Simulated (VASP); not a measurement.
# Cu (P6_3/mmc) in VASP: further runs

The runs below take Cu through relaxation of cell and atoms, with PBEsol.

All numbers are computed with VASP 6.6.1; they aren't measurements. Logs are shortened: lines on timing, memory, paths and dates and some standing lists are left out, and cuts for length are marked.

## (1) The cell of the first run

Symmetry: P6_3/mmc, No. 194, hexagonal system. The conventional cell has a = 2.363 Å, b = 2.363 Å, c = 3.861 Å, α = 90.00°, β = 90.00°, γ = 120.00°. Within 3.1 Å of Cu (site symmetry -6m2) lie 12 Cu at 2.36 Å.

This isn't the form of Cu at room conditions, which is fcc.

## (2) Relaxation of cell and atoms, PBEsol, target pressure 50 GPa, at which the enthalpy is minimised

Contents of INCAR:

```
ALGO     = Fast           # electronic algorithm
EDIFF    = 1E-7           # SCF threshold, eV
EDIFFG   = -0.008         # ionic threshold
ENCUT    = 600            # plane-wave cutoff, eV
GGA      = PS             # functional
IBRION   = 2              # ionic algorithm
ISIF     = 3              # what is computed and relaxed
ISMEAR   = 0              # smearing method
LASPH    = True           # aspherical terms in the spheres
LCHARG   = False          # write CHGCAR
LREAL    = False          # projectors in reciprocal space
LWAVE    = False          # write WAVECAR
NELM     = 60             # most SCF steps
NSW      = 70             # ionic steps
PREC     = Accurate       # precision mode
PSTRESS  = 500.0        
SIGMA    = 0.1            # smearing width, eV
```

Contents of KPOINTS:

```
k-points
0
Gamma
  24 24 12
```

Contents of POSCAR:

```
Cu
1.0
    2.3629871847      0.0000000000      0.0000000000
   -1.1814935923      2.0464069308      0.0000000000
    0.0000000000      0.0000000000      3.8609442603
Cu
2
Direct
    0.3333333333      0.6666666667      0.2500000000
    0.6666666667      0.3333333333      0.7500000000
```

Potentials or basis: VASP PAW PBE potentials, release 64 (Cu).

The run is started by

```
$ cat potpaw_PBE.64/Cu/POTCAR > POTCAR
$ mpirun -np 1 vasp_std > vasp.out
```

OUTCAR:

```text
EDIFF = 1E-7
   EDIFFG = -0.008
   ENCUT = 600
   GGA = PS
   IBRION = 2
   ISIF = 3
   ISMEAR = 0
   LASPH = True
   LREAL = False
   NELM = 60
   NSW = 70
   PREC = Accurate
   PSTRESS = 500.0

 ion  position               nearest neighbor table
   1  0.333  0.667  0.250-   2 2.36   2 2.36   2 2.36   2 2.36   2 2.36   2 2.36
   2  0.667  0.333  0.750-   1 2.36   1 2.36   1 2.36   1 2.36   1 2.36   1 2.36

  LATTYP: Found a hexagonal cell.
 ALAT       =     2.3629871847
 C/A-ratio  =     1.6339251797

  Lattice vectors:

 A1 = (   2.3629871847,   0.0000000000,   0.0000000000)
 A2 = (  -1.1814935923,   2.0464069308,   0.0000000000)
 A3 = (   0.0000000000,   0.0000000000,   3.8609442603)

Analysis of symmetry for initial positions (statically):
=====================================================================
 Subroutine PRICEL returns:
 Original cell was already a primitive cell.

 Routine SETGRP: Setting up the symmetry group for a
 hexagonal supercell.

 Subroutine GETGRP returns: Found 24 space group operations
 (whereof 12 operations were pure point group operations)
 out of a pool of 24 trial point group operations.

The static configuration has the point symmetry D_3d.
 The point group associated with its full space group is D_6h.

Analysis of symmetry for dynamics (positions and initial velocities):
=====================================================================
 Subroutine PRICEL returns:
 Original cell was already a primitive cell.

 Routine SETGRP: Setting up the symmetry group for a
 hexagonal supercell.

 Subroutine GETGRP returns: Found 24 space group operations
 (whereof 12 operations were pure point group operations)
 out of a pool of 24 trial point group operations.

The dynamic configuration has the point symmetry D_3d.
 The point group associated with its full space group is D_6h.

 Subroutine INISYM returns: Found 24 space group operations
 (whereof 12 operations are pure point group operations),
 and found     1 'primitive' translations

----------------------------------------------------------------------------------------

                                     Primitive cell

  volume of cell :      18.6701

  direct lattice vectors                    reciprocal lattice vectors
     2.362987185  0.000000000  0.000000000     0.423193154  0.244330681  0.000000000
    -1.181493592  2.046406931  0.000000000     0.000000000  0.488661363  0.000000000
     0.000000000  0.000000000  3.860944260     0.000000000  0.000000000  0.259003998

  length of vectors
     2.362987185  2.362987185  3.860944260     0.488661363  0.488661363  0.259003998

  position of ions in fractional coordinates (direct lattice)
     0.333333333  0.666666667  0.250000000
     0.666666667  0.333333333  0.750000000

  ion indices of the primitive-cell ions
   primitive index   ion index
                 1           1
                 2           2

----------------------------------------------------------------------------------------

 KPOINTS: k-points

Automatic generation of k-mesh.
 Grid dimensions read from file:
 generate k-points for:   24   24   12

 Generating k-lattice:

  Cartesian coordinates                     Fractional coordinates (reciprocal lattice)
     0.017633048  0.010180445  0.000000000     0.041666667  0.000000000  0.000000000
     0.000000000  0.020360890  0.000000000     0.000000000  0.041666667  0.000000000
     0.000000000  0.000000000  0.021583667     0.000000000  0.000000000  0.083333333

  Length of vectors
     0.020360890  0.020360890  0.021583667

  Shift w.r.t. Gamma in fractional coordinates (k-lattice)
     0.000000000  0.000000000  0.000000000

 Subroutine IBZKPT returns following result:
 ===========================================

 Found    427 irreducible k-points:

 Following reciprocal coordinates:
            Coordinates               Weight
  0.000000  0.000000  0.000000      1.000000
  0.041667 -0.000000  0.000000      6.000000
  0.083333  0.000000  0.000000      6.000000
  0.125000  0.000000  0.000000      6.000000
  0.166667  0.000000  0.000000      6.000000
  0.208333 -0.000000  0.000000      6.000000
[... 16 lines left out ...]
  0.416667  0.041667  0.000000     12.000000
  0.458333  0.041667  0.000000     12.000000
 [... further k-points ...]
   k-points           NKPTS =    427   k-points in BZ     NKDIM =    427   number of bands    NBANDS=     15
   number of dos      NEDOS =    301   number of ions     NIONS =      2
   total plane-waves  NPLWV =  12800
   dimension x,y,z NGX =    20 NGY =   20 NGZ =   32
   dimension x,y,z NGXF=    40 NGYF=   40 NGZF=   64
   ions per type =               2
   NGX,Y,Z   is equivalent  to a cutoff of  14.07, 14.07, 13.78 a.u.
   NGXF,Y,Z  is equivalent  to a cutoff of  28.14, 28.14, 27.56 a.u.
 SYSTEM =  unknown system
   PREC   = accura    normal or accurate (medium, high low for compatibility)
   ISTART =      0    job   : 0-new  1-cont  2-samecut
   ICHARG =      2    charge: 1-file 2-atom 10-const
   ISPIN  =      1    spin polarized calculation?
   LNONCOLLINEAR =      F non collinear calculations
   LSORBIT =      F    spin-orbit coupling
   LASPH  =      T    aspherical Exc in radial PAW
   ENCUT  =  600.0 eV  44.10 Ry    6.64 a.u.   4.72  4.72  7.71*2*pi/ulx,y,z
   NELM   =     60;   NELMIN=  2; NELMDL= -5     # of ELM steps
   EDIFF  = 0.1E-06   stopping-criterion for ELM
   LREAL  =      F    real-space projection
   EDIFFG = -.8E-02   stopping-criterion for IOM
   NSW    =     70    number of steps for IOM
   IBRION =      2    ionic relax: 0-MD 1-quasi-New 2-CG
   NFREE  =      1    steps in history (QN), initial steepest desc. (CG)
   ISIF   =      3    stress and relaxation
   ISYM   =      2    0-nonsym 1-usesym 2-fastsym
   POTIM  = 0.5000    time-step for ionic-motion
   TEBEG  =    0.0;   TEEND  =   0.0 temperature during run
   PSTRESS=  500.0 pullay stress
   NELECT =      22.0000    total number of electrons
   NUPDOWN=      -1.0000    fix difference up-down
   EMIN   =  10.00;   EMAX   =-10.00  energy-range for DOS
   EFERMI =   0.00;   METHOD = LEGACY
   ISMEAR =     0;   SIGMA  =   0.10  broadening in eV -4-tet -1-fermi 0-gaus
   EFERMI_NEDOS =   21; number of points for ismear=-14 and -15
   IALGO  =     68    algorithm
   IMIX   =      4    mixing-type and parameters
     AMIX     =   0.40;   BMIX     =  1.00
     AMIX_MAG =   1.60;   BMIX_MAG =  1.00
  volume/ion in A,a.u.               =       9.34        63.00
  Fermi-wavevector in a.u.,A,eV,Ry     =   1.729153  3.267625 40.681014  2.989970
  Thomas-Fermi vector in A             =   2.803952
   LORBIT       =      0    0 simple, 1 ext, 2 COOP (PROOUT), +10 PAW based schemes
   GGA     = PS    functional components
   LHFCALC =     F    Hartree Fock is set to
   AEXX    =    0.0000 exact exchange contribution
   IVDW    =     0    specifies the selected vdW correction
   LEPSILON=     F    determine dielectric tensor
   LRPA    =     F    only Hartree local field effects (RPA)
 conjugate gradient relaxation of ions
 non-spin polarized calculation
 RMM-DIIS sequential band-by-band and
 Gauss-broadening in eV      SIGMA  =   0.10
  energy-cutoff  :      600.00
  volume of cell :       18.67
 maximum number of plane-waves:       646
 NGX is ok and might be reduce to    20
   NGX =  9   NGY =  9   NGZ = 15

--------------------------------------- Ionic step        1  -------------------------------------------

 number of electron      21.9999984 magnetization

 Free energy of the ion-electron system (eV)
  ---------------------------------------------------
  ext. energy  EPLUGINS =         0.00000000
  ---------------------------------------------------
  free energy    TOTEN  =        -8.04616026 eV

  energy without entropy =       -8.04351337  energy(sigma->0) =       -8.04483681

------------------------ aborting loop because EDIFF is reached ----------------------------------------

  FORCE on cell =-STRESS in cart. coord.  units (eV):
  Direction    XX          YY          ZZ          XY          YZ          ZX
  --------------------------------------------------------------------------------------
  -------------------------------------------------------------------------------------
  Total        6.1616564      6.1616564      6.2499071      0.0000000      0.0000000      0.0000000
  in kB      528.7631278    528.7631278    536.3363669      0.0000000      0.0000000      0.0000000
  external PRESSURE =      31.2875408 kB  Pullay stress =     500.0000000 kB
[... 137 lines left out ...]
  enthalpy is  TOTEN    =        -2.2210286120 eV   P V=        5.8711317720

--------------------------------------- Ionic step        5  -------------------------------------------

 number of electron      21.9999987 magnetization

 Free energy of the ion-electron system (eV)
  ---------------------------------------------------
  ext. energy  EPLUGINS =         0.00000000
  ---------------------------------------------------
  free energy    TOTEN  =        -8.09180136 eV

  energy without entropy =       -8.08910715  energy(sigma->0) =       -8.09045425

 E-fermi :  10.5758     XC(G=0): -14.2951

 val. band max:       10.5590326622   @ k =   0.1667   0.1667   0.3333
 cond. band min:      10.5768072166   @ k =   0.2083   0.1250   0.3333
 fundamental gap:      0.0177745545
 Fermi energy:        10.5758010095

 k-point     1 :       0.0000    0.0000    0.0000
  band No.  band energies     occupation
      1      -0.6944      2.00000
      2       4.0037      2.00000
      3       6.7184      2.00000
      4       6.8106      2.00000
      5       6.8106      2.00000
      6       7.1106      2.00000
      7       7.1106      2.00000
      8       7.5287      2.00000
      9       7.5287      2.00000
     10       8.5768      2.00000
     11       8.5768      2.00000
     12       8.7981      2.00000
     13      15.5820      0.00000
     14      33.7583      0.00000
     15      36.0564      0.00000
[... 397 lines left out ...]
 k-point    24 :       0.4583    0.0417    0.0000
  band No.  band energies     occupation
      1       4.3876      2.00000
      2       4.5982      2.00000
      3       4.8699      2.00000
      4       6.5705      2.00000
      5       6.6991      2.00000
      6       6.8130      2.00000
      7       7.1444      2.00000
      8       8.7138      2.00000
      9       8.7666      2.00000
     10       8.8190      2.00000
     11      10.5177      1.58889
     12      12.8877      0.00000
     13      19.3865      0.00000
     14      20.1156      0.00000
     15      22.9274      0.00000

 [... further k-points ...]

------------------------ aborting loop because EDIFF is reached ----------------------------------------

  FORCE on cell =-STRESS in cart. coord.  units (eV):
  Direction    XX          YY          ZZ          XY          YZ          ZX
  --------------------------------------------------------------------------------------
  -------------------------------------------------------------------------------------
  Total        5.8826799      5.8826799      5.8861658      0.0000000     -0.0000000      0.0000000
  in kB      501.0162929    501.0162929    501.3131878      0.0000000     -0.0000000      0.0000000
  external PRESSURE =       1.1152579 kB  Pullay stress =     500.0000000 kB
[... 17 lines left out ...]
  FREE ENERGIE OF THE ION-ELECTRON SYSTEM (eV)
  ---------------------------------------------------
  free  energy   TOTEN  =        -8.0918013597 eV

  energy  without entropy=       -8.0891071499  energy(sigma->0) =       -8.09045425

  enthalpy is  TOTEN    =        -2.2210543046 eV   P V=        5.8707470551

 reached required accuracy - stopping structural energy minimisation
```

Wall time 4.7 min (1 thread of AMD EPYC 9R45 (Zen 5), shared host); peak memory 0.22 GiB.

What came out:

| Property | Result |
| --- | --- |
| Free energy | -8.0918 eV |
| Relaxed volume | 9.41 Å³/atom |
| Relaxed cell | a = 2.367 Å, b = 2.367 Å, c = 3.875 Å, α = 90.00°, β = 90.00°, γ = 120.00° |
| Space group after relaxing (to 0.1 Å) | P6_3/mmc (No. 194) |
| Energy change on relaxing (the run minimises the enthalpy) | -22.8 meV/atom |
| Ionic steps | 5 |
| Pressure after relaxing | 50.1 GPa |
| Band gap on the k mesh | zero (bands 11 and 12 overlap by 6.98 eV) |

The path:
```
step  energy change (eV)  largest force (eV/Å)  pressure (GPa)  volume (Å³)
   1              0.0000                0.0000           53.13        18.67
   2             -0.1486                0.0000           42.98        19.17
   3             -0.0472                0.0000           49.89        18.82
   4             -0.0460                0.0000           49.98        18.81
   5             -0.0456                0.0000           50.11        18.81
```

Final structure:
```
Cu
1.0
     2.36750    0.00000    0.00000
    -1.18375    2.05031    0.00000
     0.00000    0.00000    3.87547
Cu
2
Direct
  0.33333 0.66667 0.25000
  0.66667 0.33333 0.75000
```

Caveat: the cell is relaxed towards a set pressure, so the run minimises the enthalpy, not the energy; the PAW data sets were made with another functional, which shifts forces and pressure a little.

[end of part 1 of 2]
